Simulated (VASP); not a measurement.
Write the native input for VASP 6.6.1 that does the following.

| Quantity | Value |
| --- | --- |
| Task | relaxation of cell and atoms |
| Functional | PBE |
| Potentials or basis | VASP PAW PBE potentials, release 64 (Ag, Cl) |
| Cutoff | 600 eV |
| k mesh | 11 × 11 × 6 |
| Occupations | fermi-dirac, width 0.05 eV |
| Spin | no spin polarisation |
| Dipole correction | no |
| Further INCAR settings | ALGO = Normal; EDIFF = 1e-07; IBRION = 2; EDIFFG = -0.005; NSW = 100; ISIF = 3 |

The structure of AgCl (wurtzite type) lies in POSCAR:

```
AgCl
1.0
    3.9900346047      0.0000000000      0.0000000000
   -1.9950173024      3.4554713297      0.0000000000
    0.0000000000      0.0000000000      6.5037564057
Ag Cl
2 2
Direct
    0.3333333333      0.6666666667      0.0000000000
    0.6666666667      0.3333333333      0.5000000000
    0.3333333333      0.6666666667      0.3760000000
    0.6666666667      0.3333333333      0.8760000000
```

The input as run:

INCAR

```
SYSTEM = AgCl
PREC = Accurate ; ENCUT = 600
EDIFF = 1E-7 ; ISMEAR = -1
SIGMA = 0.05 ; LREAL = .False.
LASPH = .True. ; NELM = 100
ALGO = Normal ; ISIF = 3
LWAVE = .False. ; LCHARG = .False.
GGA = PE ; IBRION = 2
NSW = 100 ; EDIFFG = -0.005
```

KPOINTS

```
regular mesh
0
Gamma
  11 11 6
  0 0 0
```

Potentials or basis: VASP PAW PBE potentials, release 64 (Ag, Cl).

Run with:

```bash
$ cat potpaw_PBE.64/Ag/POTCAR potpaw_PBE.64/Cl/POTCAR > POTCAR
$ mpirun -np 1 vasp_std > vasp.out
```

Results of the run:

```json
{
 "Relaxed volume": "27.72 Å³/atom",
 "Relaxed cell": "a = 4.294 Å, b = 4.294 Å, c = 6.942 Å, α = 90.00°, β = 90.00°, γ = 120.00°",
 "Space group after relaxing (to 0.1 Å)": "P6_3mc (No. 186)",
 "Energy gained by relaxing": "147.6 meV/atom",
 "Ionic steps": "11",
 "Pressure after relaxing": "0.0 GPa",
 "Band gap on the k mesh": "1.30 eV"
}
```

Caveat: the volume moved by over 15 % at a fixed basis, so the end points are rough; an odd mesh through Γ misses points on the zone boundary, where band edges can lie.

Wall time 7.4 min on 1 thread of Intel(R) Xeon(R) Platinum 8488C (Sapphire Rapids) (shared host), peak memory 0.32 GiB.
